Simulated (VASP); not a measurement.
Set up this calculation in VASP 6.6.1, as the native input.

```
Task                   : single point
Functional             : PBE
Potentials or basis    : VASP PAW PBE potentials, release 64 (Pt, Co, O)
Cutoff                 : 520 eV
k mesh                 : 12 × 12 × 12
Occupations            : gaussian, width 0.05 eV
Spin                   : collinear spin, ferrimagnetic start
Starting moments       : [2.0, -3.0, 0.0, 0.0] μB
Hubbard terms          : Co d U = 3.3 eV
Dipole correction      : no
Further INCAR settings : ALGO = Normal; EDIFF = 1e-07; NBANDS = 28
```

The structure of CoPtO2 lies in POSCAR:

```
CoPtO2
1.0
    1.4828611286      0.8561302717      6.0505076365
   -1.4828611286      0.8561302717      6.0505076365
    0.0000000000     -1.7122605435      6.0505076365
Pt Co O
1 1 2
Direct
    0.0000000000      0.0000000000      0.0000000000
    0.5000000000      0.5000000000      0.5000000000
    0.1085295969      0.1085295969      0.1085295969
    0.8914704031      0.8914704031      0.8914704031
```

These files were run (other wordings do the same):

INCAR

```
PREC = Accurate
ENCUT = 520
EDIFF = 1E-7
ISMEAR = 0
SIGMA = 0.05
LREAL = False
LASPH = True
NELM = 150
ALGO = Normal
ISIF = 2
LWAVE = False
LCHARG = False
ISPIN = 2
MAGMOM = 2 -3 0 0
LORBIT = 11
LMAXMIX = 4
LDAU = True
LDAUTYPE = 2
LDAUL = -1 2 -1
LDAUU = 0 3.3 0
LDAUJ = 0 0 0
LDAUPRINT = 1
GGA = PE
NBANDS = 28
```

KPOINTS

```
regular mesh
0
Gamma
  12 12 12
```

Potentials or basis: VASP PAW PBE potentials, release 64 (Pt, Co, O).

Command:

```sh
$ cat potpaw_PBE.64/Pt/POTCAR potpaw_PBE.64/Co/POTCAR potpaw_PBE.64/O/POTCAR > POTCAR
$ mpirun -np 1 vasp_std > vasp.out
```

Results of the run:

```json
{
 "Pressure": "0.6 GPa",
 "Largest force": "0.287 eV/Å",
 "Net moment": "-3.29 μB per cell",
 "Site moments": "Pt +0.07; Co -2.88; O -0.21 μB",
 "Valence electrons inside the program's atomic spheres": "Pt 9.11; Co 7.91; O 5.01"
}
```

Caveat: the stress differs along the axes, from -3 to 8 GPa; a cell with one magnetic atom can't hold antiferromagnetic order, which such compounds often take.

It took 32 min on 1 thread of AMD EPYC 9R45 96-Core Processor (Zen 5), with other jobs on the host, peak memory 0.66 GiB.
